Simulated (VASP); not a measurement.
# SiO2 (P4_2/mnm) in VASP: relaxation of cell and atoms with PBE

Aim: the relaxation of cell and atoms of SiO2 with PBE.

All numbers are computed with VASP 6.6.1; they aren't measurements. Logs are shortened: lines on timing, memory, paths and dates and some standing lists are left out, and cuts for length are marked.

### Step 1. The cell of the first run

Symmetry: P4_2/mnm, No. 136, tetragonal system. Conventional cell: a = 4.235 Å, b = 4.235 Å, c = 2.691 Å, α = 90.00°, β = 90.00°, γ = 90.00°. Within 2.4 Å of Si (site symmetry mmm) lie 6 O at 1.77 to 1.84 Å. Within 2.4 Å of O (site symmetry m2m) lie 3 Si at 1.77 to 1.84 Å and 1 O at 2.31 Å.

### Step 2. Relaxation of cell and atoms, PBE

INCAR

```
SYSTEM = SiO2
ALGO = Normal
EDIFF = 1E-7
EDIFFG = -0.01
ENCUT = 600
GGA = PE
IBRION = 2
ISIF = 3
ISMEAR = 0
LASPH = .True.
LCHARG = .False.
LREAL = .False.
LWAVE = .False.
NELM = 80
NSW = 100
PREC = Accurate
SIGMA = 0.02
```

KPOINTS

```
k-points
0
Gamma
  6 6 8
  0 0 0
```

POSCAR

```
SiO2
1.0
    4.2349222077      0.0000000000      0.0000000000
    0.0000000000      4.2349222077      0.0000000000
    0.0000000000      0.0000000000      2.6907518680
Si O
2 4
Direct
    0.0000000000      0.0000000000      0.5000000000
    0.5000000000      0.5000000000      0.0000000000
    0.3069472017      0.3069472017      0.5000000000
    0.1930527983      0.8069472017      0.0000000000
    0.6930527983      0.6930527983      0.5000000000
    0.8069472017      0.1930527983      0.0000000000
```

Potentials or basis: VASP PAW PBE potentials, release 64 (Si, O).

On the command line:

```
$ cat potpaw_PBE.64/Si/POTCAR potpaw_PBE.64/O/POTCAR > POTCAR
$ mpirun -np 1 vasp_std > vasp.out
```

OUTCAR:

```text
SYSTEM = SiO2
   EDIFF = 1E-7
   EDIFFG = -0.01
   ENCUT = 600
   GGA = PE
   IBRION = 2
   ISIF = 3
   ISMEAR = 0
   LASPH = .True.
   LREAL = .False.
   NELM = 80
   NSW = 100
   PREC = Accurate

 ion  position               nearest neighbor table
   1  0.000  0.000  0.500-   4 1.77   6 1.77   4 1.77   6 1.77   5 1.84   3 1.84
   2  0.500  0.500  0.000-   3 1.77   5 1.77   3 1.77   5 1.77   4 1.84   6 1.84
   3  0.307  0.307  0.500-   2 1.77   2 1.77   1 1.84
   4  0.193  0.807  0.000-   1 1.77   1 1.77   2 1.84
   5  0.693  0.693  0.500-   2 1.77   2 1.77   1 1.84
   6  0.807  0.193  0.000-   1 1.77   1 1.77   2 1.84

  LATTYP: Found a simple tetragonal cell.
 ALAT       =     4.2349222077
 C/A-ratio  =     0.6353722066

  Lattice vectors:

 A1 = (   4.2349222077,   0.0000000000,   0.0000000000)
 A2 = (   0.0000000000,   4.2349222077,   0.0000000000)
 A3 = (   0.0000000000,   0.0000000000,   2.6907518680)

Analysis of symmetry for initial positions (statically):
=====================================================================
 Subroutine PRICEL returns:
 Original cell was already a primitive cell.

 Routine SETGRP: Setting up the symmetry group for a
 simple tetragonal supercell.

 Subroutine GETGRP returns: Found 16 space group operations
 (whereof  8 operations were pure point group operations)
 out of a pool of 16 trial point group operations.

The static configuration has the point symmetry D_2h.
 The point group associated with its full space group is D_4h.

Analysis of symmetry for dynamics (positions and initial velocities):
=====================================================================
 Subroutine PRICEL returns:
 Original cell was already a primitive cell.

 Routine SETGRP: Setting up the symmetry group for a
 simple tetragonal supercell.

 Subroutine GETGRP returns: Found 16 space group operations
 (whereof  8 operations were pure point group operations)
 out of a pool of 16 trial point group operations.

The dynamic configuration has the point symmetry D_2h.
 The point group associated with its full space group is D_4h.

 Subroutine INISYM returns: Found 16 space group operations
 (whereof  8 operations are pure point group operations),
 and found     1 'primitive' translations

----------------------------------------------------------------------------------------

                                     Primitive cell

  volume of cell :      48.2575

  direct lattice vectors                    reciprocal lattice vectors
     4.234922208  0.000000000  0.000000000     0.236131846  0.000000000  0.000000000
     0.000000000  4.234922208  0.000000000     0.000000000  0.236131846  0.000000000
     0.000000000  0.000000000  2.690751868     0.000000000  0.000000000  0.371643336

  length of vectors
     4.234922208  4.234922208  2.690751868     0.236131846  0.236131846  0.371643336

  position of ions in fractional coordinates (direct lattice)
     0.000000000  0.000000000  0.500000000
     0.500000000  0.500000000  0.000000000
     0.306947202  0.306947202  0.500000000
     0.193052798  0.806947202  0.000000000
     0.693052798  0.693052798  0.500000000
     0.806947202  0.193052798  0.000000000

  ion indices of the primitive-cell ions
   primitive index   ion index
                 1           1
                 2           2
                 3           3
                 4           4
                 5           5
                 6           6

----------------------------------------------------------------------------------------

 KPOINTS: k-points

Automatic generation of k-mesh.
 Grid dimensions read from file:
 generate k-points for:    6    6    8

 Generating k-lattice:

  Cartesian coordinates                     Fractional coordinates (reciprocal lattice)
     0.039355308  0.000000000  0.000000000     0.166666667  0.000000000  0.000000000
     0.000000000  0.039355308  0.000000000     0.000000000  0.166666667  0.000000000
     0.000000000  0.000000000  0.046455417     0.000000000  0.000000000  0.125000000

  Length of vectors
     0.039355308  0.039355308  0.046455417

  Shift w.r.t. Gamma in fractional coordinates (k-lattice)
     0.000000000  0.000000000  0.000000000

 Subroutine IBZKPT returns following result:
 ===========================================

 Found     50 irreducible k-points:

 Following reciprocal coordinates:
            Coordinates               Weight
  0.000000  0.000000  0.000000      1.000000
  0.166667  0.000000  0.000000      4.000000
  0.333333  0.000000  0.000000      4.000000
  0.500000  0.000000  0.000000      2.000000
  0.166667  0.166667  0.000000      4.000000
  0.333333  0.166667  0.000000      8.000000
[... 16 lines left out ...]
  0.333333  0.000000  0.250000      8.000000
  0.500000  0.000000  0.250000      4.000000
 [... further k-points ...]
   k-points           NKPTS =     50   k-points in BZ     NKDIM =     50   number of bands    NBANDS=     20
   number of dos      NEDOS =    301   number of ions     NIONS =      6
   total plane-waves  NPLWV =  31104
   dimension x,y,z NGX =    36 NGY =   36 NGZ =   24
   dimension x,y,z NGXF=    72 NGYF=   72 NGZF=   48
   ions per type =               2   4
   NGX,Y,Z   is equivalent  to a cutoff of  14.13, 14.13, 14.83 a.u.
   NGXF,Y,Z  is equivalent  to a cutoff of  28.26, 28.26, 29.66 a.u.
 SYSTEM =  SiO2
   PREC   = accura    normal or accurate (medium, high low for compatibility)
   ISTART =      0    job   : 0-new  1-cont  2-samecut
   ICHARG =      2    charge: 1-file 2-atom 10-const
   ISPIN  =      1    spin polarized calculation?
   LNONCOLLINEAR =      F non collinear calculations
   LSORBIT =      F    spin-orbit coupling
   LASPH  =      T    aspherical Exc in radial PAW
   ENCUT  =  600.0 eV  44.10 Ry    6.64 a.u.   8.46  8.46  5.37*2*pi/ulx,y,z
   NELM   =     80;   NELMIN=  2; NELMDL= -5     # of ELM steps
   EDIFF  = 0.1E-06   stopping-criterion for ELM
   LREAL  =      F    real-space projection
   EDIFFG = -.1E-01   stopping-criterion for IOM
   NSW    =    100    number of steps for IOM
   IBRION =      2    ionic relax: 0-MD 1-quasi-New 2-CG
   NFREE  =      1    steps in history (QN), initial steepest desc. (CG)
   ISIF   =      3    stress and relaxation
   ISYM   =      2    0-nonsym 1-usesym 2-fastsym
   POTIM  = 0.5000    time-step for ionic-motion
   TEBEG  =    0.0;   TEEND  =   0.0 temperature during run
   PSTRESS=    0.0 pullay stress
   NELECT =      32.0000    total number of electrons
   NUPDOWN=      -1.0000    fix difference up-down
   EMIN   =  10.00;   EMAX   =-10.00  energy-range for DOS
   EFERMI =   0.00;   METHOD = LEGACY
   ISMEAR =     0;   SIGMA  =   0.02  broadening in eV -4-tet -1-fermi 0-gaus
   EFERMI_NEDOS =   21; number of points for ismear=-14 and -15
   IALGO  =     38    algorithm
   IMIX   =      4    mixing-type and parameters
     AMIX     =   0.40;   BMIX     =  1.00
     AMIX_MAG =   1.60;   BMIX_MAG =  1.00
  volume/ion in A,a.u.               =       8.04        54.28
  Fermi-wavevector in a.u.,A,eV,Ry     =   1.427589  2.697753 27.728830  2.038012
  Thomas-Fermi vector in A             =   2.547743
   LORBIT       =      0    0 simple, 1 ext, 2 COOP (PROOUT), +10 PAW based schemes
   GGA     = PE    functional components
   LHFCALC =     F    Hartree Fock is set to
   AEXX    =    0.0000 exact exchange contribution
   IVDW    =     0    specifies the selected vdW correction
   LEPSILON=     F    determine dielectric tensor
   LRPA    =     F    only Hartree local field effects (RPA)
 conjugate gradient relaxation of ions
 non-spin polarized calculation
 Gauss-broadening in eV      SIGMA  =   0.02
  energy-cutoff  :      600.00
  volume of cell :       48.26
 maximum number of plane-waves:      1634
 NGX is ok and might be reduce to    36
   NGX = 17   NGY = 17   NGZ = 11

--------------------------------------- Ionic step        1  -------------------------------------------

 number of electron      32.0000007 magnetization

 Free energy of the ion-electron system (eV)
  ---------------------------------------------------
  ext. energy  EPLUGINS =         0.00000000
  ---------------------------------------------------
  free energy    TOTEN  =       -46.33098726 eV

  energy without entropy =      -46.33098726  energy(sigma->0) =      -46.33098726

------------------------ aborting loop because EDIFF is reached ----------------------------------------

  FORCE on cell =-STRESS in cart. coord.  units (eV):
  Direction    XX          YY          ZZ          XY          YZ          ZX
  --------------------------------------------------------------------------------------
  -------------------------------------------------------------------------------------
  Total       -0.0981321     -0.0981321      0.0485806      0.0000000      0.0000000      0.0000000
  in kB       -3.2580462     -3.2580462      1.6129049      0.0000000      0.0000000      0.0000000
  external PRESSURE =      -1.6343958 kB  Pullay stress =       0.0000000 kB

 VOLUME and BASIS-vectors are now :
 -----------------------------------------------------------------------------
  energy-cutoff  :      600.00
  volume of cell :       48.26
      direct lattice vectors                 reciprocal lattice vectors
     4.234922208  0.000000000  0.000000000     0.236131846  0.000000000  0.000000000
     0.000000000  4.234922208  0.000000000     0.000000000  0.236131846  0.000000000
     0.000000000  0.000000000  2.690751868     0.000000000  0.000000000  0.371643336

 POSITION                                       TOTAL-FORCE (eV/Angst)
 -----------------------------------------------------------------------------------
      0.00000      0.00000      1.34538         0.000000      0.000000      0.000000
      2.11746      2.11746      0.00000         0.000000      0.000000      0.000000
      1.29990      1.29990      1.34538        -0.011939     -0.011939     -0.000000
      0.81756      3.41736      0.00000         0.011939     -0.011939      0.000000
      2.93502      2.93502      1.34538         0.011939      0.011939      0.000000
      3.41736      0.81756      0.00000        -0.011939      0.011939      0.000000
 -----------------------------------------------------------------------------------
    total drift:                               -0.000000      0.000000     -0.000000

  FREE ENERGIE OF THE ION-ELECTRON SYSTEM (eV)
  ---------------------------------------------------
  free  energy   TOTEN  =       -46.3309872592 eV

  energy  without entropy=      -46.3309872592  energy(sigma->0) =      -46.33098726

--------------------------------------- Ionic step        2  -------------------------------------------

 number of electron      32.0000007 magnetization

 Free energy of the ion-electron system (eV)
  ---------------------------------------------------
  ext. energy  EPLUGINS =         0.00000000
  ---------------------------------------------------
  free energy    TOTEN  =       -46.33112484 eV

  energy without entropy =      -46.33112484  energy(sigma->0) =      -46.33112484

 E-fermi :   7.8400     XC(G=0): -12.0890

 val. band max:        7.7555015576   @ k =   0.0000   0.0000   0.0000
 cond. band min:      12.7966627925   @ k =   0.0000   0.0000   0.0000
 fundamental gap:      5.0411612349
 Fermi energy:         7.8400168173

 k-point     1 :       0.0000    0.0000    0.0000
  band No.  band energies     occupation
      1     -14.4702      2.00000
      2     -11.0028      2.00000
      3     -11.0028      2.00000
      4     -10.8320      2.00000
      5      -2.8722      2.00000
      6       1.5158      2.00000
[... 12 lines left out ...]
     19      16.0366      0.00000
[... 513 lines left out ...]
      4     -10.3801      2.00000
      5      -0.7562      2.00000
      6      -0.7562      2.00000
[... 12 lines left out ...]
     19      18.0010      0.00000
     20      18.0010      0.00000

 [... further k-points ...]

------------------------ aborting loop because EDIFF is reached ----------------------------------------

  FORCE on cell =-STRESS in cart. coord.  units (eV):
  Direction    XX          YY          ZZ          XY          YZ          ZX
  --------------------------------------------------------------------------------------
  -------------------------------------------------------------------------------------
  Total        0.0012173      0.0012173      0.0510417     -0.0000000      0.0000000      0.0000000
  in kB        0.0404641      0.0404641      1.6966299     -0.0000000      0.0000000      0.0000000
  external PRESSURE =       0.5925194 kB  Pullay stress =       0.0000000 kB

 VOLUME and BASIS-vectors are now :
 -----------------------------------------------------------------------------
  energy-cutoff  :      600.00
  volume of cell :       48.20
      direct lattice vectors                 reciprocal lattice vectors
     4.231580745  0.000000000  0.000000000     0.236318308 -0.000000000  0.000000000
     0.000000000  4.231580745  0.000000000    -0.000000000  0.236318308  0.000000000
     0.000000000  0.000000000  2.691802901     0.000000000  0.000000000  0.371498225

 POSITION                                       TOTAL-FORCE (eV/Angst)
 -----------------------------------------------------------------------------------
      0.00000      0.00000      1.34590        -0.000000     -0.000000     -0.000000
      2.11579      2.11579      0.00000        -0.000000     -0.000000     -0.000000
      1.29830      1.29830      1.34590        -0.005756     -0.005756      0.000000
      0.81749      3.41409      0.00000         0.005756     -0.005756      0.000000
      2.93328      2.93328      1.34590         0.005756      0.005756     -0.000000
      3.41409      0.81749      0.00000        -0.005756      0.005756     -0.000000
 -----------------------------------------------------------------------------------
    total drift:                                0.000000     -0.000000     -0.000000

  FREE ENERGIE OF THE ION-ELECTRON SYSTEM (eV)
  ---------------------------------------------------
  free  energy   TOTEN  =       -46.3311248355 eV

  energy  without entropy=      -46.3311248355  energy(sigma->0) =      -46.33112484

 reached required accuracy - stopping structural energy minimisation
```

Run time: 85 s. Hardware: 1 thread of Intel Xeon Platinum 8259CL at 2.50GHz (Skylake/Cascade Lake), shared host; peak memory 0.19 GiB.

Results:

```yaml
Free_energy: -46.3311 eV
Relaxed_volume: 8.03 Å³/atom
Relaxed_cell: a = 4.232 Å, b = 4.232 Å, c = 2.692 Å, α = 90.00°, β = 90.00°, γ = 90.00°
Space_group_after_relaxing_to_0.1_Å: P4_2/mnm (No. 136)
Energy_gained_by_relaxing: 0.0 meV/atom
Ionic_steps: 2
Pressure_after_relaxing: 0.1 GPa
Largest_force_after_relaxing: 0.008 eV/Å
Band_gap_on_the_k_mesh: 5.04 eV
```

Forces on the atoms (eV/Å):
```
Si   0.000  0.000  0.000
Si   0.000  0.000  0.000
O   -0.006 -0.006  0.000
O    0.006 -0.006  0.000
O    0.006  0.006  0.000
O   -0.006  0.006  0.000
```

Step by step:
```
step  energy change (eV)  largest force (eV/Å)  pressure (GPa)  volume (Å³)
   1              0.0000                0.0169           -0.16        48.26
   2             -0.0001                0.0081            0.06        48.20
```

Final structure:
```
Si O
1.0
     4.23158    0.00000    0.00000
     0.00000    4.23158    0.00000
     0.00000    0.00000    2.69180
Si O
2 4
Direct
  0.00000 0.00000 0.50000
  0.50000 0.50000 0.00000
  0.30681 0.30681 0.50000
  0.19319 0.80681 0.00000
  0.69319 0.69319 0.50000
  0.80681 0.19319 0.00000
```

Levels at points of the mesh, in eV from the valence-band top:
| k point | band 14 | band 15 | band 16 | band 17 | band 18 | band 19 |
| --- | --- | --- | --- | --- | --- | --- |
| (0.00, 0.00, 0.00) | -0.85 | -0.85 | 0.00 | 5.04 | 6.60 | 8.28 |
| (0.50, 0.00, 0.00) | -2.62 | -1.04 | -1.04 | 7.31 | 7.31 | 8.87 |
| (0.50, 0.50, 0.00) | -2.55 | -2.17 | -2.17 | 7.02 | 7.02 | 9.78 |
| (0.00, 0.00, 0.50) | -2.89 | -2.57 | -2.57 | 8.65 | 8.65 | 12.25 |
| (0.50, 0.00, 0.50) | -2.21 | -1.67 | -1.67 | 8.44 | 8.44 | 9.46 |
| (0.50, 0.50, 0.50) | -1.73 | -1.47 | -1.47 | 6.82 | 6.82 | 10.71 |
